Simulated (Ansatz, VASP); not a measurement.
## Two plane-wave programs on MoS2

```
Mo S
1.0
     3.14972    0.00000    0.00000
    -1.57486    2.72774    0.00000
     0.00000    0.00000    6.51459
Mo S
1 2
Direct
  0.00000 0.00000 0.00000
  0.33333 0.66667 0.24000
  0.33333 0.66667 0.76000
```

Change from the starting cell: strain along c alone, the other axes held, atoms relaxed: -2.0 %.

Alike in both runs: functional PBE; dispersion D3(BJ); k mesh 12 × 12 × 4; occupations gaussian, width 0.02 eV; no spin polarisation.

Ansatz relaxed the structure, and its values are those at the end. VASP's run is a single point on that final structure, the one shown.

|  | VASP | Ansatz |
| --- | --- | --- |
| version | VASP 6.6.1 | Ansatz 0.2.0 |
| potentials or method | VASP PAW PBE potentials, release 64 (Mo_sv, S), cutoff 520 eV | scalar-relativistic, plane waves, PAW |
| valence electrons in the cell | 26 | 26 |

Ansatz gave:

* gap on the k mesh at the Fermi level (eV): 1.09
* least direct gap on the mesh (eV): 1.75
* pressure (GPa): 0.5
* rms of the force components (eV/Å): 0.000

Which values does VASP return?

gap on the k mesh at the Fermi level (eV): 1.10; least direct gap on the mesh (eV): 1.75; pressure (GPa): 0.4; rms of the force components (eV/Å): 0.006.

Ansatz's warnings: stress scf threshold loose.
